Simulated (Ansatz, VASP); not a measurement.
# Ge: VASP beside Ansatz

```xyz
2
Lattice="0.0000 2.9702 2.8288 2.9702 0.0000 2.8288 2.9702 2.9702 0.0000" Properties=species:S:1:pos:R:3 pbc="T T T"
Ge    2.9702    2.9702    2.8288
Ge    4.4553    4.4553    4.2432
```

Change from the starting cell: strain +0.050 along x and y, +0.000 along z, atoms carried along.

Alike in both runs: task single point; functional PBE; k mesh 14 × 14 × 14; occupations gaussian, width 0.15 eV; no spin polarisation.

|  | VASP | Ansatz |
| --- | --- | --- |
| version | VASP 6.6.1 | Ansatz 0.2.0 |
| potentials or method | VASP PAW PBE potentials, release 64 (Ge_d), cutoff 520 eV | scalar-relativistic, plane waves, PAW |
| valence electrons in the cell | 28 | 28 |

```csv
,VASP,Ansatz,Ansatz less VASP
gap on the k mesh at the Fermi level (eV),none,none,-
pressure (GPa),-2.3,-2.3,+0.09
"traceless stress, the component that is largest in VASP (GPa)",1.89,1.89,-0.003
```

A gap of «none» marks a metal or a gap that the smearing closes. With one functional, cell and mesh, what is left measures potentials, basis and numerics.
